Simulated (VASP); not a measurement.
# Ti (P6/mmm) in VASP: notebook

Ti is run at these levels: PBEsol; tasks: single point.

All numbers are computed with VASP 6.6.1; they aren't measurements. Logs are shortened: lines on timing, memory, paths and dates and some standing lists are left out, and cuts for length are marked.

### 1 The cell of the first run

The structure is hexagonal, space group P6/mmm (No. 191). The conventional cell has a = 4.506 Å, b = 4.506 Å, c = 2.762 Å, α = 90.00°, β = 90.00°, γ = 120.00°. Ti (site symmetry 6/mmm) has 14 Ti at 2.76 to 2.95 Å within 3.6 Å. Ti (site symmetry -6m2) has 11 Ti at 2.60 to 2.95 Å within 3.4 Å.

### 2 Single point, PBEsol

Input file INCAR:

```
  PREC = Accurate
  ENCUT = 520
  EDIFF = 1E-7
  ISMEAR = 0
  SIGMA = 0.15
  LREAL = F
  LASPH = T
  NELM = 100
  ALGO = Normal
  ISIF = 2
  LWAVE = F
  LCHARG = F
  GGA = PS
  NBANDS = 25
```

Input file KPOINTS:

```
Automatic mesh
0
Gamma
  7 7 10
```

Input file POSCAR:

```
Ti
1.0
    4.5060961001      0.0000000000      0.0000000000
   -2.2530480500      3.9023938343      0.0000000000
    0.0000000000      0.0000000000      2.7624328266
Ti
3
Direct
    0.0000000000      0.0000000000      0.0000000000
    0.3333333333      0.6666666667      0.5000000000
    0.6666666667      0.3333333333      0.5000000000
```

Potentials or basis: VASP PAW PBE potentials, release 64 (Ti_sv).

Started as:

```console
$ cat potpaw_PBE.64/Ti_sv/POTCAR > POTCAR
$ mpirun -np 1 vasp_std > vasp.out
```

OUTCAR:

```text
PREC = Accurate
   ENCUT = 520
   EDIFF = 1E-7
   ISMEAR = 0
   LREAL = F
   LASPH = T
   NELM = 100
   ISIF = 2
   GGA = PS

 ion  position               nearest neighbor table
   1  0.000  0.000  0.000-
   2  0.333  0.667  0.500-   3 2.60   3 2.60   3 2.60
   3  0.667  0.333  0.500-   2 2.60   2 2.60   2 2.60

  LATTYP: Found a hexagonal cell.
 ALAT       =     4.5060961001
 C/A-ratio  =     0.6130434783

  Lattice vectors:

 A1 = (   4.5060961001,   0.0000000000,   0.0000000000)
 A2 = (  -2.2530480500,   3.9023938343,   0.0000000000)
 A3 = (   0.0000000000,   0.0000000000,   2.7624328266)

Analysis of symmetry for initial positions (statically):
=====================================================================
 Subroutine PRICEL returns:
 Original cell was already a primitive cell.

 Routine SETGRP: Setting up the symmetry group for a
 hexagonal supercell.

 Subroutine GETGRP returns: Found 24 space group operations
 (whereof 24 operations were pure point group operations)
 out of a pool of 24 trial point group operations.

The static configuration has the point symmetry D_6h.

Analysis of symmetry for dynamics (positions and initial velocities):
=====================================================================
 Subroutine PRICEL returns:
 Original cell was already a primitive cell.

 Routine SETGRP: Setting up the symmetry group for a
 hexagonal supercell.

 Subroutine GETGRP returns: Found 24 space group operations
 (whereof 24 operations were pure point group operations)
 out of a pool of 24 trial point group operations.

The dynamic configuration has the point symmetry D_6h.

 Subroutine INISYM returns: Found 24 space group operations
 (whereof 24 operations are pure point group operations),
 and found     1 'primitive' translations

----------------------------------------------------------------------------------------

                                     Primitive cell

  volume of cell :      48.5762

  direct lattice vectors                    reciprocal lattice vectors
     4.506096100  0.000000000  0.000000000     0.221921588  0.128126484  0.000000000
    -2.253048050  3.902393834  0.000000000     0.000000000  0.256252967  0.000000000
     0.000000000  0.000000000  2.762432827     0.000000000  0.000000000  0.361999753

  length of vectors
     4.506096100  4.506096221  2.762432827     0.256252974  0.256252967  0.361999753

  position of ions in fractional coordinates (direct lattice)
     0.000000000  0.000000000  0.000000000
     0.333333333  0.666666667  0.500000000
     0.666666667  0.333333333  0.500000000

  ion indices of the primitive-cell ions
   primitive index   ion index
                 1           1
                 2           2
                 3           3

----------------------------------------------------------------------------------------

 KPOINTS: Automatic mesh

Automatic generation of k-mesh.
 Grid dimensions read from file:
 generate k-points for:    7    7   10

 Generating k-lattice:

  Cartesian coordinates                     Fractional coordinates (reciprocal lattice)
     0.031703084  0.018303783  0.000000000     0.142857143  0.000000000  0.000000000
     0.000000000  0.036607567  0.000000000     0.000000000  0.142857143  0.000000000
     0.000000000  0.000000000  0.036199975     0.000000000  0.000000000  0.100000000

  Length of vectors
     0.036607568  0.036607567  0.036199975

  Shift w.r.t. Gamma in fractional coordinates (k-lattice)
     0.000000000  0.000000000  0.000000000

 Subroutine IBZKPT returns following result:
 ===========================================

 Found     48 irreducible k-points:

 Following reciprocal coordinates:
            Coordinates               Weight
  0.000000  0.000000  0.000000      1.000000
  0.142857 -0.000000  0.000000      6.000000
  0.285714 -0.000000  0.000000      6.000000
  0.428571 -0.000000  0.000000      6.000000
  0.142857  0.142857  0.000000      6.000000
  0.285714  0.142857  0.000000     12.000000
[... 16 lines left out ...]
  0.428571  0.142857  0.200000     12.000000
  0.285714  0.285714  0.200000     12.000000
 [... further k-points ...]
   k-points           NKPTS =     48   k-points in BZ     NKDIM =     48   number of bands    NBANDS=     25
   number of dos      NEDOS =    301   number of ions     NIONS =      3
   total plane-waves  NPLWV =  31104
   dimension x,y,z NGX =    36 NGY =   36 NGZ =   24
   dimension x,y,z NGXF=    72 NGYF=   72 NGZF=   48
   ions per type =               3
   NGX,Y,Z   is equivalent  to a cutoff of  13.28, 13.28, 14.44 a.u.
   NGXF,Y,Z  is equivalent  to a cutoff of  26.56, 26.56, 28.89 a.u.
 SYSTEM =  unknown system
   PREC   = accura    normal or accurate (medium, high low for compatibility)
   ISTART =      0    job   : 0-new  1-cont  2-samecut
   ICHARG =      2    charge: 1-file 2-atom 10-const
   ISPIN  =      1    spin polarized calculation?
   LNONCOLLINEAR =      F non collinear calculations
   LSORBIT =      F    spin-orbit coupling
   LASPH  =      T    aspherical Exc in radial PAW
   ENCUT  =  520.0 eV  38.22 Ry    6.18 a.u.   8.38  8.38  5.14*2*pi/ulx,y,z
   NELM   =    100;   NELMIN=  2; NELMDL= -5     # of ELM steps
   EDIFF  = 0.1E-06   stopping-criterion for ELM
   LREAL  =      F    real-space projection
   EDIFFG = 0.1E-05   stopping-criterion for IOM
   NSW    =      0    number of steps for IOM
   IBRION =     -1    ionic relax: 0-MD 1-quasi-New 2-CG
   NFREE  =      0    steps in history (QN), initial steepest desc. (CG)
   ISIF   =      2    stress and relaxation
   ISYM   =      2    0-nonsym 1-usesym 2-fastsym
   POTIM  = 0.5000    time-step for ionic-motion
   TEBEG  =    0.0;   TEEND  =   0.0 temperature during run
   PSTRESS=    0.0 pullay stress
   NELECT =      36.0000    total number of electrons
   NUPDOWN=      -1.0000    fix difference up-down
   EMIN   =  10.00;   EMAX   =-10.00  energy-range for DOS
   EFERMI =   0.00;   METHOD = LEGACY
   ISMEAR =     0;   SIGMA  =   0.15  broadening in eV -4-tet -1-fermi 0-gaus
   EFERMI_NEDOS =   21; number of points for ismear=-14 and -15
   IALGO  =     38    algorithm
   IMIX   =      4    mixing-type and parameters
     AMIX     =   0.40;   BMIX     =  1.00
     AMIX_MAG =   1.60;   BMIX_MAG =  1.00
  volume/ion in A,a.u.               =      16.19       109.27
  Fermi-wavevector in a.u.,A,eV,Ry     =   1.481499  2.799626 29.862585  2.194838
  Thomas-Fermi vector in A             =   2.595401
   LORBIT       =      0    0 simple, 1 ext, 2 COOP (PROOUT), +10 PAW based schemes
   GGA     = PS    functional components
   LHFCALC =     F    Hartree Fock is set to
   AEXX    =    0.0000 exact exchange contribution
   IVDW    =     0    specifies the selected vdW correction
   LEPSILON=     F    determine dielectric tensor
   LRPA    =     F    only Hartree local field effects (RPA)
 non-spin polarized calculation
 Gauss-broadening in eV      SIGMA  =   0.15
  energy-cutoff  :      520.00
  volume of cell :       48.58
 maximum number of plane-waves:      1342
 NGX is ok and might be reduce to    36
   NGX = 17   NGY = 17   NGZ = 11

 number of electron      36.0000015 magnetization

 Free energy of the ion-electron system (eV)
  ---------------------------------------------------
  ext. energy  EPLUGINS =         0.00000000
  ---------------------------------------------------
  free energy    TOTEN  =       -25.06927972 eV

  energy without entropy =      -25.03896486  energy(sigma->0) =      -25.05412229

 E-fermi :   8.8371     XC(G=0): -11.9748

 val. band max:        8.8008032041   @ k =   0.2857   0.1429   0.1000
 cond. band min:       8.8543247751   @ k =   0.4286   0.1429   0.3000
 fundamental gap:      0.0535215710
 Fermi energy:         8.8370740839

 k-point     1 :       0.0000    0.0000    0.0000
  band No.  band energies     occupation
      1     -47.6874      2.00000
      2     -47.4377      2.00000
      3     -47.2478      2.00000
      4     -24.1230      2.00000
      5     -24.1230      2.00000
      6     -24.0550      2.00000
[... 17 lines left out ...]
     24      10.8369      0.00000
     25      10.9199      0.00000

 k-point     2 :       0.1429   -0.0000    0.0000
  band No.  band energies     occupation
      1     -47.6827      2.00000
      2     -47.4332      2.00000
      3     -47.2574      2.00000
      4     -24.2063      2.00000
      5     -24.1820      2.00000
      6     -23.9687      2.00000
[... 17 lines left out ...]
     24      10.5525      0.00000
     25      11.3309      0.00000

 k-point     3 :       0.2857   -0.0000    0.0000
  band No.  band energies     occupation
      1     -47.6726      2.00000
      2     -47.4185      2.00000
      3     -47.2831      2.00000
      4     -24.2927      2.00000
      5     -24.1825      2.00000
      6     -23.8751      2.00000
[... 17 lines left out ...]
     24      10.8589      0.00000
     25      11.8060      0.00000

 k-point     4 :       0.4286   -0.0000    0.0000
  band No.  band energies     occupation
      1     -47.6649      2.00000
      2     -47.3975      2.00000
      3     -47.3126      2.00000
      4     -24.3407      2.00000
      5     -24.1100      2.00000
      6     -23.8853      2.00000
[... 17 lines left out ...]
     24      11.2961      0.00000
     25      11.4869      0.00000
[... 477 lines left out ...]
 k-point    22 :       0.2857    0.1429    0.2000
  band No.  band energies     occupation
      1     -47.6401      2.00000
      2     -47.3782      2.00000
      3     -47.2804      2.00000
      4     -24.2304      2.00000
      5     -24.1466      2.00000
      6     -23.9674      2.00000
[... 17 lines left out ...]
     24      11.1411      0.00000
     25      11.4707      0.00000

 k-point    23 :       0.4286    0.1429    0.2000
  band No.  band energies     occupation
      1     -47.6377      2.00000
      2     -47.3597      2.00000
      3     -47.3016      2.00000
      4     -24.2460      2.00000
      5     -24.0939      2.00000
      6     -24.0310      2.00000
[... 17 lines left out ...]
     24      11.3143      0.00000
     25      11.6621      0.00000

 k-point    24 :       0.2857    0.2857    0.2000
  band No.  band energies     occupation
      1     -47.6373      2.00000
      2     -47.3504      2.00000
      3     -47.3113      2.00000
      4     -24.1878      2.00000
      5     -24.1412      2.00000
      6     -24.0663      2.00000
[... 17 lines left out ...]
     24      11.5346      0.00000
     25      11.6028      0.00000

 [... further k-points ...]
[... 5 lines left out ...]
  --------------------------------------------------------------------------------------
  -------------------------------------------------------------------------------------
  Total        0.3056200      0.3056200      1.0612151      0.0000000      0.0000000      0.0000000
  in kB       10.0801993     10.0802000     35.0018278      0.0000000      0.0000000      0.0000000
  external PRESSURE =      18.3874090 kB  Pullay stress =       0.0000000 kB

 VOLUME and BASIS-vectors are now :
 -----------------------------------------------------------------------------
  energy-cutoff  :      520.00
  volume of cell :       48.58
      direct lattice vectors                 reciprocal lattice vectors
     4.506096100  0.000000000  0.000000000     0.221921588  0.128126484  0.000000000
    -2.253048050  3.902393834  0.000000000     0.000000000  0.256252967  0.000000000
     0.000000000  0.000000000  2.762432827     0.000000000  0.000000000  0.361999753

 POSITION                                       TOTAL-FORCE (eV/Angst)
 -----------------------------------------------------------------------------------
      0.00000      0.00000      0.00000        -0.000000      0.000000      0.000000
     -0.00000      2.60160      1.38122         0.000000     -0.000000     -0.000000
      2.25305      1.30080      1.38122        -0.000000      0.000000      0.000000
 -----------------------------------------------------------------------------------
    total drift:                                0.000000      0.000000     -0.000000

  FREE ENERGIE OF THE ION-ELECTRON SYSTEM (eV)
  ---------------------------------------------------
  free  energy   TOTEN  =       -25.0692797165 eV

  energy  without entropy=      -25.0389648597  energy(sigma->0) =      -25.05412229
```

It took 61 s on 1 thread of Intel Xeon 6975P-C (Granite Rapids), shared host; peak memory 0.2 GiB.

Results:

```yaml
Free_energy: -25.0693 eV
Pressure: 1.8 GPa
Band_gap_on_the_k_mesh: zero (band 18 reaches 9.01 eV, above the bottom of band 19 at 8.75 eV)
```

Caveat: the PAW data sets were made with another functional, which shifts forces and pressure a little.

### 3 Single point, PBEsol

This run uses another cell than the first one, of 16.54 Å³/atom, 1.021 times its volume.

Input file INCAR:

```
PREC = Accurate
ENCUT = 520
EDIFF = 1E-7
ISMEAR = 0
SIGMA = 0.15
LREAL = F
LASPH = T
NELM = 80
ALGO = Normal
ISIF = 2
LWAVE = F
LCHARG = F
GGA = PS
NBANDS = 25
```

Input file KPOINTS:

```
regular mesh
0
Gamma
  7 7 10
```

Input file POSCAR:

```
Ti
1.0
    4.5378302168      0.0000000000      0.0000000000
   -2.2689151084      3.9298763864      0.0000000000
    0.0000000000      0.0000000000      2.7818872198
Ti
3
Direct
    0.0000000000      0.0000000000      0.0000000000
    0.3333333333      0.6666666667      0.5000000000
    0.6666666667      0.3333333333      0.5000000000
```

Potentials or basis: VASP PAW PBE potentials, release 64 (Ti_sv).

Started as:

```console
$ cat potpaw_PBE.64/Ti_sv/POTCAR > POTCAR
$ mpirun -np 1 vasp_std > vasp.out
```

OUTCAR:

```text
PREC = Accurate
   ENCUT = 520
   EDIFF = 1E-7
   ISMEAR = 0
   LREAL = F
   LASPH = T
   NELM = 80
   ISIF = 2
   GGA = PS

 ion  position               nearest neighbor table
   1  0.000  0.000  0.000-
   2  0.333  0.667  0.500-   3 2.62   3 2.62   3 2.62
   3  0.667  0.333  0.500-   2 2.62   2 2.62   2 2.62

  LATTYP: Found a hexagonal cell.
 ALAT       =     4.5378302168
 C/A-ratio  =     0.6130434782

  Lattice vectors:

[... 192 lines left out ...]
      3     -47.5292      2.00000
      4     -24.3865      2.00000
      5     -24.3865      2.00000
      6     -24.3030      2.00000
[... 661 lines left out ...]
     24      11.2330      0.00000
     25      11.3054      0.00000

 [... further k-points ...]
[... 5 lines left out ...]
  --------------------------------------------------------------------------------------
  -------------------------------------------------------------------------------------
  Total       -0.4548463     -0.4548464      0.2469499      0.0000000      0.0000000      0.0000000
  in kB      -14.6895547    -14.6895558      7.9754059      0.0000000      0.0000000      0.0000000
  external PRESSURE =      -7.1345682 kB  Pullay stress =       0.0000000 kB

 VOLUME and BASIS-vectors are now :
 -----------------------------------------------------------------------------
  energy-cutoff  :      520.00
  volume of cell :       49.61
      direct lattice vectors                 reciprocal lattice vectors
     4.537830217  0.000000000  0.000000000     0.220369638  0.127230465  0.000000000
    -2.268915108  3.929876386  0.000000000     0.000000000  0.254460930  0.000000000
     0.000000000  0.000000000  2.781887220     0.000000000  0.000000000  0.359468203

 POSITION                                       TOTAL-FORCE (eV/Angst)
 -----------------------------------------------------------------------------------
      0.00000      0.00000      0.00000         0.000000      0.000000     -0.000000
     -0.00000      2.61992      1.39094         0.000000      0.000000      0.000000
      2.26892      1.30996      1.39094        -0.000000     -0.000000     -0.000000
 -----------------------------------------------------------------------------------
    total drift:                                0.000000      0.000000     -0.000000

  FREE ENERGIE OF THE ION-ELECTRON SYSTEM (eV)
  ---------------------------------------------------
  free  energy   TOTEN  =       -25.0731924892 eV

  energy  without entropy=      -25.0426899974  energy(sigma->0) =      -25.05794124
```

Wall time 66 s (1 thread of Intel Xeon 6975P-C (Granite Rapids), shared host); peak memory 0.2 GiB.

What came out:

```
Free energy            : -25.0732 eV
Pressure               : -0.7 GPa
Band gap on the k mesh : zero (band 18 reaches 8.77 eV, above the bottom of band 19 at 8.53 eV)
```

Stress tensor (GPa, compression positive):
```
-1.47  0.00  0.00
 0.00 -1.47  0.00
 0.00  0.00  0.80
```

Levels at points of the mesh, in eV from the Fermi level:
```csv
k point,band 16,band 17,band 18,band 19,band 20,band 21
"(0.00, 0.00, 0.00)",-0.71,-0.62,-0.62,-0.07,0.66,1.34
"(0.00, 0.00, 0.50)",-1.68,-1.68,-1.66,1.06,1.06,1.32
```

Caveat: the PAW data sets were made with another functional, which shifts forces and pressure a little.

### 4 Single point, PBEsol

This run uses another cell than the first one, of 16.88 Å³/atom, 1.043 times its volume.

Input file INCAR:

```
PREC     = Accurate       # precision mode
ENCUT    = 520            # plane-wave cutoff, eV
EDIFF    = 1E-6           # SCF threshold, eV
ISMEAR   = 0              # smearing method
SIGMA    = 0.15           # smearing width, eV
LREAL    = F              # projectors in reciprocal space
LASPH    = T              # aspherical terms in the spheres
NELM     = 80             # most SCF steps
ALGO     = Normal         # electronic algorithm
ISIF     = 2              # what is computed and relaxed
LWAVE    = F              # write WAVECAR
LCHARG   = F              # write CHGCAR
GGA      = PS             # functional
NBANDS   = 25             # bands
```

Input file KPOINTS:

```
Automatic mesh
0
Gamma
  7 7 10
```

Input file POSCAR:

```
Ti
1.0
    4.5691265865      0.0000000000      0.0000000000
   -2.2845632933      3.9569798387      0.0000000000
    0.0000000000      0.0000000000      2.8010732552
Ti
3
Direct
    0.0000000000      0.0000000000      0.0000000000
    0.3333333333      0.6666666667      0.5000000000
    0.6666666667      0.3333333333      0.5000000000
```

Started as:

```console
$ cat potpaw_PBE.64/Ti_sv/POTCAR > POTCAR
$ mpirun -np 1 vasp_std > vasp.out
```

Run time: 58 s. Hardware: 1 thread of Intel Xeon 6975P-C (Granite Rapids), shared host; peak memory 0.19 GiB.

The run converged. Its results:

```
Free energy            : -25.0614 eV
Pressure               : -3.0 GPa
Band gap on the k mesh : zero (band 18 reaches 8.55 eV, above the bottom of band 19 at 8.31 eV)
```

Stress tensor (GPa, compression positive):
```
-3.72  0.00  0.00
 0.00 -3.72  0.00
 0.00  0.00 -1.65
```

Levels at points of the mesh, in eV from the Fermi level:
| k point | band 15 | band 16 | band 17 | band 18 | band 19 | band 20 | band 21 | band 22 |
| --- | --- | --- | --- | --- | --- | --- | --- | --- |
| (0.00, 0.00, 0.00) | -0.71 | -0.71 | -0.61 | -0.61 | -0.07 | 0.65 | 1.31 | 1.31 |
| (0.00, 0.00, 0.50) | -2.11 | -1.67 | -1.63 | -1.63 | 1.04 | 1.04 | 1.29 | 1.29 |

Caveat: the PAW data sets were made with another functional, which shifts forces and pressure a little.

### 5 Overview

| cell | gap on the mesh (eV) | pressure (GPa) |
| --- | --- | --- |
| a = 4.506, b = 4.506, c = 2.762 Å, angles 90.0, 90.0, 120.0°, 3 atoms | none | 1.8 |
| a = 4.538, b = 4.538, c = 2.782 Å, angles 90.0, 90.0, 120.0°, 3 atoms | none | -0.7 |
| a = 4.569, b = 4.569, c = 2.801 Å, angles 90.0, 90.0, 120.0°, 3 atoms | none | -3.0 |

Alike in all rows: task single point; level PBEsol; potentials or basis VASP PAW PBE potentials, release 64 (Ti_sv); no spin polarisation; k mesh 7 × 7 × 10; cutoff (eV) 520; smearing gaussian 0.15 eV.

Caveats: the PAW data sets were made with another functional, which shifts forces and pressure a little.

Absolute energies hang on the potentials; compare differences alone.
